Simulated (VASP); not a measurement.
Ca:

```
Ca
1.0
     7.05782    0.00000    0.00000
     0.00000    7.05782    0.00000
     0.00000    0.00000    7.05782
Ca
8
Cartesian
  3.5289 3.5289 3.5289
  0.0000 0.0000 0.0000
  1.7645 0.0000 3.5289
  3.5289 1.7645 0.0000
  3.5289 5.2934 0.0000
  5.2934 0.0000 3.5289
  0.0000 3.5289 5.2934
  0.0000 3.5289 1.7645
```

- Program: VASP 6.6.1
- Task: relaxation of cell and atoms
- Functional: PBEsol
- Potentials or basis: VASP PAW PBE potentials, release 64 (Ca_sv)
- Cutoff: 600 eV
- k mesh: 6 × 6 × 6
- Occupations: gaussian, width 0.1 eV
- Spin: no spin polarisation

At the start: pressure -1.1 GPa; volume 43.95 Å³/atom.

How do energy, volume and symmetry change on relaxing?

Over 3 steps the energy falls by 11.2 meV/atom and the volume is 40.95 Å³/atom (-6.8 %); space group Pm-3n (No. 223, to 0.05 Å).

Step by step:
```tsv
step	energy change (eV)	largest force (eV/Å)	pressure (GPa)	volume (Å³)
1	0.0000	0.0000	-1.12	351.57
2	-0.0760	0.0000	-0.45	336.22
3	-0.0893	0.0000	-0.03	327.58
```

Final structure:
```
CELL_PARAMETERS angstrom
6.89352 0.00000 0.00000
0.00000 6.89352 0.00000
0.00000 0.00000 6.89352
ATOMIC_POSITIONS crystal
Ca 0.50000 0.50000 0.50000
Ca 0.00000 0.00000 0.00000
Ca 0.25000 0.00000 0.50000
Ca 0.50000 0.25000 0.00000
Ca 0.50000 0.75000 0.00000
Ca 0.75000 0.00000 0.50000
Ca 0.00000 0.50000 0.75000
Ca 0.00000 0.50000 0.25000
```

Caveat: the PAW data sets were made with another functional, which shifts forces and pressure a little.
